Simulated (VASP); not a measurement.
# SbPb (Fm-3m) in VASP: a series of runs

Runs on SbPb. Level: LDA. Tasks: single point.

Program: VASP 6.6.1. These are calculated values, not measurements. Logs are shortened: lines on timing, memory, paths and dates and some standing lists are left out, and cuts for length are marked.

### Step 1. The cell of the first run

The structure is cubic, space group Fm-3m (No. 225). The conventional cell has a = 6.149 Å, b = 6.149 Å, c = 6.149 Å, α = 90.00°, β = 90.00°, γ = 90.00°. Within 4.0 Å of Sb (site symmetry m-3m) lie 6 Pb at 3.07 Å. Within 4.0 Å of Pb (site symmetry m-3m) lie 6 Sb at 3.07 Å.

### Step 2. Single point, LDA

INCAR reads:

```
SYSTEM = SbPb
PREC     = Accurate       ! precision mode
ENCUT    = 520            ! plane-wave cutoff, eV
EDIFF    = 1E-6           ! SCF threshold, eV
ISMEAR   = -1             ! smearing method
SIGMA    = 0.05           ! smearing width, eV
LREAL    = .FALSE.        ! projectors in reciprocal space
LASPH    = .TRUE.         ! aspherical terms in the spheres
NELM     = 80             ! most SCF steps
ALGO     = Normal         ! electronic algorithm
ISIF     = 2              ! what is computed and relaxed
LWAVE    = .FALSE.        ! write WAVECAR
LCHARG   = .FALSE.        ! write CHGCAR
NBANDS   = 16             ! bands
```

KPOINTS reads:

```
Automatic mesh
0
G
  8 8 8
  0 0 0
```

POSCAR reads:

```
SbPb
1.0
    0.0000000000      3.0745896188      3.0745896188
    3.0745896188      0.0000000000      3.0745896188
    3.0745896188      3.0745896188      0.0000000000
Sb Pb
1 1
Direct
    0.5000000000      0.5000000000      0.5000000000
    0.0000000000      0.0000000000      0.0000000000
```

Potentials or basis: VASP PAW LDA potentials, release 64 (Sb, Pb_d).

On the command line:

```sh
> cat potpaw_LDA.64/Sb/POTCAR potpaw_LDA.64/Pb_d/POTCAR > POTCAR
> mpirun -np 1 vasp_std > vasp.out
```

OUTCAR:

```text
SYSTEM = SbPb
   PREC = Accurate
   ENCUT = 520
   EDIFF = 1E-6
   ISMEAR = -1
   LREAL = .FALSE.
   LASPH = .TRUE.
   NELM = 80
   ISIF = 2

 ion  position               nearest neighbor table
   1  0.500  0.500  0.500-   2 3.07   2 3.07   2 3.07   2 3.07   2 3.07   2 3.07
   2  0.000  0.000  0.000-   1 3.07   1 3.07   1 3.07   1 3.07   1 3.07   1 3.07

  LATTYP: Found a face centered cubic cell.
 ALAT       =     6.1491792376

  Lattice vectors:

 A1 = (   0.0000000000,   3.0745896188,   3.0745896188)
 A2 = (   3.0745896188,   0.0000000000,   3.0745896188)
 A3 = (   3.0745896188,   3.0745896188,   0.0000000000)

Analysis of symmetry for initial positions (statically):
=====================================================================
 Subroutine PRICEL returns:
 Original cell was already a primitive cell.

 Routine SETGRP: Setting up the symmetry group for a
 face centered cubic supercell.

 Subroutine GETGRP returns: Found 48 space group operations
 (whereof 48 operations were pure point group operations)
 out of a pool of 48 trial point group operations.

The static configuration has the point symmetry O_h .

Analysis of symmetry for dynamics (positions and initial velocities):
=====================================================================
 Subroutine PRICEL returns:
 Original cell was already a primitive cell.

 Routine SETGRP: Setting up the symmetry group for a
 face centered cubic supercell.

 Subroutine GETGRP returns: Found 48 space group operations
 (whereof 48 operations were pure point group operations)
 out of a pool of 48 trial point group operations.

The dynamic configuration has the point symmetry O_h .

 Subroutine INISYM returns: Found 48 space group operations
 (whereof 48 operations are pure point group operations),
 and found     1 'primitive' translations

----------------------------------------------------------------------------------------

                                     Primitive cell

  volume of cell :      58.1288

  direct lattice vectors                    reciprocal lattice vectors
     0.000000000  3.074589619  3.074589619    -0.162623329  0.162623329  0.162623329
     3.074589619  0.000000000  3.074589619     0.162623329 -0.162623329  0.162623329
     3.074589619  3.074589619  0.000000000     0.162623329  0.162623329 -0.162623329

  length of vectors
     4.348126338  4.348126338  4.348126338     0.281671869  0.281671869  0.281671869

  position of ions in fractional coordinates (direct lattice)
     0.500000000  0.500000000  0.500000000
     0.000000000  0.000000000  0.000000000

  ion indices of the primitive-cell ions
   primitive index   ion index
                 1           1
                 2           2

----------------------------------------------------------------------------------------

 KPOINTS: Automatic mesh

Automatic generation of k-mesh.
 Grid dimensions read from file:
 generate k-points for:    8    8    8

 Generating k-lattice:

  Cartesian coordinates                     Fractional coordinates (reciprocal lattice)
    -0.020327916  0.020327916  0.020327916     0.125000000  0.000000000  0.000000000
     0.020327916 -0.020327916  0.020327916     0.000000000  0.125000000  0.000000000
     0.020327916  0.020327916 -0.020327916     0.000000000  0.000000000  0.125000000

  Length of vectors
     0.035208984  0.035208984  0.035208984

  Shift w.r.t. Gamma in fractional coordinates (k-lattice)
     0.000000000  0.000000000  0.000000000

 Subroutine IBZKPT returns following result:
 ===========================================

 Found     29 irreducible k-points:

 Following reciprocal coordinates:
            Coordinates               Weight
  0.000000  0.000000  0.000000      1.000000
  0.125000  0.000000  0.000000      8.000000
  0.250000  0.000000  0.000000      8.000000
  0.375000  0.000000  0.000000      8.000000
  0.500000  0.000000  0.000000      4.000000
  0.125000  0.125000  0.000000      6.000000
[... 16 lines left out ...]
  0.500000  0.250000  0.125000     48.000000
 -0.375000  0.250000  0.125000     24.000000
 [... further k-points ...]
   k-points           NKPTS =     29   k-points in BZ     NKDIM =     29   number of bands    NBANDS=     16
   number of dos      NEDOS =    301   number of ions     NIONS =      2
   total plane-waves  NPLWV =  32768
   dimension x,y,z NGX =    32 NGY =   32 NGZ =   32
   dimension x,y,z NGXF=    64 NGYF=   64 NGZF=   64
   ions per type =               1   1
   NGX,Y,Z   is equivalent  to a cutoff of  12.23, 12.23, 12.23 a.u.
   NGXF,Y,Z  is equivalent  to a cutoff of  24.47, 24.47, 24.47 a.u.
 SYSTEM =  SbPb
   PREC   = accura    normal or accurate (medium, high low for compatibility)
   ISTART =      0    job   : 0-new  1-cont  2-samecut
   ICHARG =      2    charge: 1-file 2-atom 10-const
   ISPIN  =      1    spin polarized calculation?
   LNONCOLLINEAR =      F non collinear calculations
   LSORBIT =      F    spin-orbit coupling
   LASPH  =      T    aspherical Exc in radial PAW
   ENCUT  =  520.0 eV  38.22 Ry    6.18 a.u.   8.08  8.08  8.08*2*pi/ulx,y,z
   NELM   =     80;   NELMIN=  2; NELMDL= -5     # of ELM steps
   EDIFF  = 0.1E-05   stopping-criterion for ELM
   LREAL  =      F    real-space projection
   EDIFFG = 0.1E-04   stopping-criterion for IOM
   NSW    =      0    number of steps for IOM
   IBRION =     -1    ionic relax: 0-MD 1-quasi-New 2-CG
   NFREE  =      0    steps in history (QN), initial steepest desc. (CG)
   ISIF   =      2    stress and relaxation
   ISYM   =      2    0-nonsym 1-usesym 2-fastsym
   POTIM  = 0.5000    time-step for ionic-motion
   TEBEG  =    0.0;   TEEND  =   0.0 temperature during run
   PSTRESS=    0.0 pullay stress
   NELECT =      19.0000    total number of electrons
   NUPDOWN=      -1.0000    fix difference up-down
   EMIN   =  10.00;   EMAX   =-10.00  energy-range for DOS
   EFERMI =   0.00;   METHOD = LEGACY
   ISMEAR =    -1;   SIGMA  =   0.05  broadening in eV -4-tet -1-fermi 0-gaus
   EFERMI_NEDOS =   21; number of points for ismear=-14 and -15
   IALGO  =     38    algorithm
   IMIX   =      4    mixing-type and parameters
     AMIX     =   0.40;   BMIX     =  1.00
     AMIX_MAG =   1.60;   BMIX_MAG =  1.00
  volume/ion in A,a.u.               =      29.06       196.14
  Fermi-wavevector in a.u.,A,eV,Ry     =   1.127705  2.131054 17.302784  1.271719
  Thomas-Fermi vector in A             =   2.264392
   LORBIT       =      0    0 simple, 1 ext, 2 COOP (PROOUT), +10 PAW based schemes
   GGA     = CA    functional components
   LHFCALC =     F    Hartree Fock is set to
   AEXX    =    0.0000 exact exchange contribution
   IVDW    =     0    specifies the selected vdW correction
   LEPSILON=     F    determine dielectric tensor
   LRPA    =     F    only Hartree local field effects (RPA)
 non-spin polarized calculation
  energy-cutoff  :      520.00
  volume of cell :       58.13
 maximum number of plane-waves:      1588
   NGX = 17   NGY = 17   NGZ = 17

 number of electron      18.9999995 magnetization

 Free energy of the ion-electron system (eV)
  ---------------------------------------------------
  ext. energy  EPLUGINS =         0.00000000
  ---------------------------------------------------
  free energy    TOTEN  =        -8.93578613 eV

  energy without entropy =       -8.93003419  energy(sigma->0) =       -8.93291016

 E-fermi :   7.0969     XC(G=0): -10.2243

 val. band max:        7.0167255293   @ k =  -0.1250   0.1250   0.0000
 cond. band min:       7.1546351281   @ k =  -0.2500   0.2500   0.0000
 fundamental gap:      0.1379095989
 Fermi energy:         7.0968757657

 k-point     1 :       0.0000    0.0000    0.0000
  band No.  band energies     occupation
      1      -9.6323      2.00000
      2      -9.6323      2.00000
      3      -9.6001      2.00000
      4      -9.6001      2.00000
      5      -9.6001      2.00000
      6      -5.0978      2.00000
[... 8 lines left out ...]
     15      13.0311      0.00000
     16      13.0311      0.00000

 k-point     2 :       0.1250    0.0000    0.0000
  band No.  band energies     occupation
      1      -9.6361      2.00000
      2      -9.6361      2.00000
      3      -9.5998      2.00000
      4      -9.5964      2.00000
      5      -9.5964      2.00000
      6      -4.9154      2.00000
[... 8 lines left out ...]
     15      13.3564      0.00000
     16      13.3564      0.00000

 k-point     3 :       0.2500    0.0000    0.0000
  band No.  band energies     occupation
      1      -9.6468      2.00000
      2      -9.6468      2.00000
      3      -9.5994      2.00000
      4      -9.5860      2.00000
      5      -9.5860      2.00000
      6      -4.3706      2.00000
[... 8 lines left out ...]
     15      14.2389      0.00000
     16      14.2389      0.00000

 k-point     4 :       0.3750    0.0000    0.0000
  band No.  band energies     occupation
      1      -9.6581      2.00000
      2      -9.6581      2.00000
      3      -9.5994      2.00000
      4      -9.5748      2.00000
      5      -9.5748      2.00000
      6      -3.4765      2.00000
[... 8 lines left out ...]
     15      15.5734      0.00000
     16      15.5734      0.00000

 k-point     5 :       0.5000    0.0000    0.0000
  band No.  band energies     occupation
      1      -9.6628      2.00000
      2      -9.6628      2.00000
      3      -9.5995      2.00000
      4      -9.5700      2.00000
      5      -9.5700      2.00000
      6      -2.4260      2.00000
[... 8 lines left out ...]
     15      16.7733      0.00000
     16      16.7733      0.00000

 k-point     6 :       0.1250    0.1250    0.0000
  band No.  band energies     occupation
      1      -9.6452      2.00000
      2      -9.6294      2.00000
      3      -9.6031      2.00000
      4      -9.5938      2.00000
      5      -9.5938      2.00000
      6      -4.8542      2.00000
[... 8 lines left out ...]
     15      13.9440      0.00000
     16      13.9440      0.00000

 k-point     7 :       0.2500    0.1250    0.0000
  band No.  band energies     occupation
      1      -9.6592      2.00000
      2      -9.6323      2.00000
      3      -9.6036      2.00000
      4      -9.5867      2.00000
      5      -9.5841      2.00000
      6      -4.4304      2.00000
[... 8 lines left out ...]
     15      14.6616      0.00000
     16      14.8815      0.00000

 k-point     8 :       0.3750    0.1250    0.0000
  band No.  band energies     occupation
      1      -9.6706      2.00000
      2      -9.6436      2.00000
      3      -9.6003      2.00000
      4      -9.5795      2.00000
      5      -9.5727      2.00000
      6      -3.6563      2.00000
[... 8 lines left out ...]
     15      15.8776      0.00000
     16      16.1623      0.00000

 k-point     9 :       0.5000    0.1250    0.0000
  band No.  band energies     occupation
      1      -9.6730      2.00000
      2      -9.6550      2.00000
      3      -9.5968      2.00000
      4      -9.5744      2.00000
      5      -9.5680      2.00000
      6      -2.5797      2.00000
[... 8 lines left out ...]
     15      16.8499      0.00000
     16      16.8928      0.00000
[... 172 lines left out ...]
 k-point    19 :       0.5000    0.3750    0.0000
  band No.  band energies     occupation
      1      -9.7277      2.00000
      2      -9.6188      2.00000
      3      -9.6149      2.00000
      4      -9.5579      2.00000
      5      -9.5556      2.00000
      6      -2.4300      2.00000
[... 8 lines left out ...]
     15      17.6205      0.00000
     16      17.6836      0.00000

 k-point    20 :      -0.3750    0.3750    0.0000
  band No.  band energies     occupation
      1      -9.7131      2.00000
      2      -9.6323      2.00000
      3      -9.6036      2.00000
      4      -9.5662      2.00000
      5      -9.5588      2.00000
      6      -1.8834      2.00000
[... 8 lines left out ...]
     15      16.3460      0.00000
     16      16.6697      0.00000

 k-point    21 :       0.5000    0.5000    0.0000
  band No.  band energies     occupation
      1      -9.7397      2.00000
      2      -9.6202      2.00000
      3      -9.6121      2.00000
      4      -9.5521      2.00000
      5      -9.5521      2.00000
      6      -2.3226      2.00000
[... 8 lines left out ...]
     15      18.0776      0.00000
     16      18.6707      0.00000

 k-point    22 :       0.3750    0.2500    0.1250
  band No.  band energies     occupation
      1      -9.6742      2.00000
      2      -9.6350      2.00000
      3      -9.6034      2.00000
      4      -9.5780      2.00000
      5      -9.5769      2.00000
      6      -3.8936      2.00000
[... 8 lines left out ...]
     15      15.1829      0.00000
     16      16.5856      0.00000

 k-point    23 :       0.5000    0.2500    0.1250
  band No.  band energies     occupation
      1      -9.6828      2.00000
      2      -9.6445      2.00000
      3      -9.5973      2.00000
      4      -9.5765      2.00000
      5      -9.5682      2.00000
      6      -3.0293      2.00000
[... 8 lines left out ...]
     15      16.0592      0.00000
     16      16.6049      0.00000

 k-point    24 :      -0.3750    0.2500    0.1250
  band No.  band energies     occupation
      1      -9.6850      2.00000
      2      -9.6499      2.00000
      3      -9.5915      2.00000
      4      -9.5796      2.00000
      5      -9.5641      2.00000
      6      -2.0486      2.00000
[... 8 lines left out ...]
     15      14.7187      0.00000
     16      17.4153      0.00000

 [... further k-points ...]
[... 5 lines left out ...]
  --------------------------------------------------------------------------------------
  -------------------------------------------------------------------------------------
  Total        0.5570906      0.5570906      0.5570906      0.0000000      0.0000000      0.0000000
  in kB       15.3548284     15.3548284     15.3548284      0.0000000      0.0000000      0.0000000
  external PRESSURE =      15.3548284 kB  Pullay stress =       0.0000000 kB

 VOLUME and BASIS-vectors are now :
 -----------------------------------------------------------------------------
  energy-cutoff  :      520.00
  volume of cell :       58.13
      direct lattice vectors                 reciprocal lattice vectors
     0.000000000  3.074589619  3.074589619    -0.162623329  0.162623329  0.162623329
     3.074589619  0.000000000  3.074589619     0.162623329 -0.162623329  0.162623329
     3.074589619  3.074589619  0.000000000     0.162623329  0.162623329 -0.162623329

 POSITION                                       TOTAL-FORCE (eV/Angst)
 -----------------------------------------------------------------------------------
      3.07459      3.07459      3.07459        -0.000000      0.000000      0.000000
      0.00000      0.00000      0.00000         0.000000     -0.000000     -0.000000
 -----------------------------------------------------------------------------------
    total drift:                                0.000000     -0.000000     -0.000000

  FREE ENERGIE OF THE ION-ELECTRON SYSTEM (eV)
  ---------------------------------------------------
  free  energy   TOTEN  =        -8.9357861292 eV

  energy  without entropy=       -8.9300341917  energy(sigma->0) =       -8.93291016
```

It used 56 s of CPU time on 1 thread of AMD EPYC 7R13 Processor (Zen 3), with other jobs on the host.

Results:

* Free energy: -8.9358 eV
* Pressure: 1.5 GPa

Caveat: spin-orbit coupling is left out, which moves the levels of the heavy elements.

[end of part 1 of 2]
